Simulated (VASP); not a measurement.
# Mg (I4/mmm) in VASP: notebook, part 2 of 2

VASP 6.6.1. The steps go on from the part before.

### Step 6. Single point, PBE (24.20 Å³/atom)

This run uses another cell than the first one, of 24.20 Å³/atom.

Input file INCAR:

```
ALGO     = Normal         # electronic algorithm
EDIFF    = 1E-7           # SCF threshold, eV
ENCUT    = 520            # plane-wave cutoff, eV
GGA      = PE             # functional
ISIF     = 2              # what is computed and relaxed
ISMEAR   = 0              # smearing method
LASPH    = True           # aspherical terms in the spheres
LCHARG   = False          # write CHGCAR
LREAL    = False          # projectors in reciprocal space
LWAVE    = False          # write WAVECAR
NBANDS   = 7              # bands
NELM     = 100            # most SCF steps
PREC     = Accurate       # precision mode
SIGMA    = 0.15           # smearing width, eV
```

Input file KPOINTS:

```
k-points
0
Gamma
  20 20 20
```

Input file POSCAR:

```
Mg
1.0
   -1.7576917072      1.7576917072      1.9584201001
    1.7576917072     -1.7576917072      1.9584201001
    1.7576917072      1.7576917072     -1.9584201001
Mg
1
Direct
    0.0000000000      0.0000000000      0.0000000000
```

Potentials or basis: VASP PAW PBE potentials, release 64 (Mg).

The run is started by

```sh
$ cat potpaw_PBE.64/Mg/POTCAR > POTCAR
$ mpirun -np 1 vasp_std > vasp.out
```

OUTCAR:

```text
EDIFF = 1E-7
   ENCUT = 520
   GGA = PE
   ISIF = 2
   ISMEAR = 0
   LASPH = True
   LREAL = False
   NELM = 100
   PREC = Accurate

 ion  position               nearest neighbor table
   1  0.000  0.000  0.000-

  LATTYP: Found a body centered tetragonal cell.
 ALAT       =     3.5153834144
 C/A-ratio  =     1.1142000000

  Lattice vectors:

 A1 = (  -1.7576917072,   1.7576917072,   1.9584201001)
 A2 = (   1.7576917072,  -1.7576917072,   1.9584201001)
 A3 = (   1.7576917072,   1.7576917072,  -1.9584201001)

Analysis of symmetry for initial positions (statically):
=====================================================================
 Subroutine PRICEL returns:
 Original cell was already a primitive cell.

 Routine SETGRP: Setting up the symmetry group for a
 body centered tetragonal supercell.

 Subroutine GETGRP returns: Found 16 space group operations
 (whereof 16 operations were pure point group operations)
 out of a pool of 16 trial point group operations.

The static configuration has the point symmetry D_4h.

Analysis of symmetry for dynamics (positions and initial velocities):
=====================================================================
 Subroutine PRICEL returns:
 Original cell was already a primitive cell.

 Routine SETGRP: Setting up the symmetry group for a
 body centered tetragonal supercell.

 Subroutine GETGRP returns: Found 16 space group operations
 (whereof 16 operations were pure point group operations)
 out of a pool of 16 trial point group operations.

The dynamic configuration has the point symmetry D_4h.

 Subroutine INISYM returns: Found 16 space group operations
 (whereof 16 operations are pure point group operations),
 and found     1 'primitive' translations

----------------------------------------------------------------------------------------

[... 108 lines left out ...]
   IMIX   =      4    mixing-type and parameters
     AMIX     =   0.40;   BMIX     =  1.00
     AMIX_MAG =   1.60;   BMIX_MAG =  1.00
  volume/ion in A,a.u.               =      24.20       163.32
  Fermi-wavevector in a.u.,A,eV,Ry     =   0.713074  1.347514  6.918210  0.508474
  Thomas-Fermi vector in A             =   1.800616
   LORBIT       =      0    0 simple, 1 ext, 2 COOP (PROOUT), +10 PAW based schemes
   GGA     = PE    functional components
   LHFCALC =     F    Hartree Fock is set to
   AEXX    =    0.0000 exact exchange contribution
   IVDW    =     0    specifies the selected vdW correction
   LEPSILON=     F    determine dielectric tensor
   LRPA    =     F    only Hartree local field effects (RPA)
 non-spin polarized calculation
 Gauss-broadening in eV      SIGMA  =   0.15
  energy-cutoff  :      520.00
  volume of cell :       24.20
 maximum number of plane-waves:       680
   NGX = 11   NGY = 11   NGZ = 11

 number of electron       2.0000000 magnetization

 Free energy of the ion-electron system (eV)
  ---------------------------------------------------
  ext. energy  EPLUGINS =         0.00000000
  ---------------------------------------------------
  free energy    TOTEN  =        -1.47531226 eV

  energy without entropy =       -1.47027140  energy(sigma->0) =       -1.47279183

 E-fermi :   2.3875     XC(G=0):  -8.3319

 val. band max:        2.3813882938   @ k =  -0.3500  -0.3500   0.0500
 cond. band min:       2.3879507021   @ k =  -0.2000   0.5000   0.1000
 fundamental gap:      0.0065624083
 Fermi energy:         2.3874608508

 k-point     1 :       0.0000    0.0000    0.0000
  band No.  band energies     occupation
      1      -4.3409      2.00000
      2      14.5129      0.00000
      3      14.5129      0.00000
      4      15.9545      0.00000
      5      16.2599      0.00000
      6      16.4808      0.00000
      7      16.6056      0.00000
[... 221 lines left out ...]
 k-point    24 :      -0.3500    0.0500   -0.0000
  band No.  band energies     occupation
      1      -1.9564      2.00000
      2       5.2751      0.00000
      3      11.4861      0.00000
      4      12.0359      0.00000
      5      14.1599      0.00000
      6      14.5968      0.00000
      7      16.8969      0.00000

 [... further k-points ...]

------------------------ aborting loop because EDIFF is reached ----------------------------------------

  FORCE on cell =-STRESS in cart. coord.  units (eV):
  Direction    XX          YY          ZZ          XY          YZ          ZX
  --------------------------------------------------------------------------------------
  -------------------------------------------------------------------------------------
  Total       -0.3020089     -0.3020089     -0.1926438      0.0000000      0.0000000      0.0000000
  in kB      -19.9930524    -19.9930524    -12.7530578      0.0000000      0.0000000      0.0000000
  external PRESSURE =     -17.5797208 kB  Pullay stress =       0.0000000 kB

 VOLUME and BASIS-vectors are now :
 -----------------------------------------------------------------------------
  energy-cutoff  :      520.00
  volume of cell :       24.20
      direct lattice vectors                 reciprocal lattice vectors
    -1.757691707  1.757691707  1.958420100     0.000000000  0.284463992  0.255307837
     1.757691707 -1.757691707  1.958420100     0.284463992  0.000000000  0.255307837
     1.757691707  1.757691707 -1.958420100     0.284463992  0.284463992  0.000000000

 POSITION                                       TOTAL-FORCE (eV/Angst)
 -----------------------------------------------------------------------------------
      0.00000      0.00000      0.00000         0.000000      0.000000      0.000000
 -----------------------------------------------------------------------------------
    total drift:                               -0.000000      0.000000      0.000000

  FREE ENERGIE OF THE ION-ELECTRON SYSTEM (eV)
  ---------------------------------------------------
  free  energy   TOTEN  =        -1.4753122644 eV

  energy  without entropy=       -1.4702714002  energy(sigma->0) =       -1.47279183
```

OSZICAR:

```text
N       E                     dE             d eps       ncg     rms          rms(c)
DAV:   1    -0.818568299504E+00   -0.81857E+00   -0.73510E+02  9583   0.189E+02
DAV:   2    -0.148043581683E+01   -0.66187E+00   -0.63743E+00 11627   0.108E+01
DAV:   3    -0.148322225678E+01   -0.27864E-02   -0.27841E-02 11515   0.782E-01
DAV:   4    -0.148322674344E+01   -0.44867E-05   -0.44869E-05 12796   0.243E-02
DAV:   5    -0.148322675361E+01   -0.10168E-07   -0.98549E-08 11627   0.846E-04    0.679E-01
DAV:   6    -0.147960529378E+01    0.36215E-02   -0.40190E-04 10388   0.138E-01    0.435E-01
DAV:   7    -0.147530448331E+01    0.43008E-02   -0.17872E-03  9716   0.245E-01    0.257E-02
DAV:   8    -0.147531311515E+01   -0.86318E-05   -0.10326E-05 13097   0.193E-02    0.590E-03
DAV:   9    -0.147531249389E+01    0.62126E-06   -0.77574E-07 10542   0.357E-03    0.456E-04
DAV:  10    -0.147531234780E+01    0.14609E-06   -0.47084E-09 10031   0.367E-04    0.159E-04
DAV:  11    -0.147531226438E+01    0.83424E-07   -0.41148E-10  5733   0.132E-04
   1 F= -.14753123E+01 E0= -.14727918E+01  d E =-.504086E-02
```

stdout:

```text
POSCAR found type information on POSCAR Mg
 POSCAR found :  1 types and       1 ions
 scaLAPACK will be used
 LDA part: xc-table for (Slater+PW92), standard interpolation
 POSCAR, INCAR and KPOINTS ok, starting setup
 FFT: planning ... GRIDC
 FFT: planning ... GRID_SOFT
 FFT: planning ... GRID
 WAVECAR not read
 entering main loop
```

Wall time 51 s (1 thread of AMD EPYC 7R13, shared host); peak memory 0.2 GiB.

Results:

```
Free energy            : -1.4753 eV
Pressure               : -1.8 GPa
Band gap on the k mesh : zero (bands 1 and 2 overlap by 3.57 eV)
```

### Step 7. Summary

| cell | gap on the mesh (eV) | pressure (GPa) |
| --- | --- | --- |
| a = 3.141 Å, angles 106.0, 106.0, 116.6°, 1 atom | none | -0.8 |
| a = 3.155 Å, angles 104.6, 104.6, 119.6°, 1 atom | none | -0.5 |
| a = 3.133 Å, angles 107.5, 107.5, 113.4°, 1 atom | none | -1.0 |
| a = 3.168 Å, angles 106.0, 106.0, 116.6°, 1 atom | none | -1.6 |
| a = 3.165 Å, angles 112.5, 112.5, 103.5°, 1 atom | none | -1.8 |

Alike in all rows: task single point; level PBE; potentials or basis VASP PAW PBE potentials, release 64 (Mg); no spin polarisation; k mesh 20 × 20 × 20; cutoff (eV) 520; smearing gaussian 0.15 eV.

Absolute energies hang on the potentials; compare differences alone.

The gap in the log of VASP goes by the Fermi energy; the results here count the filled bands.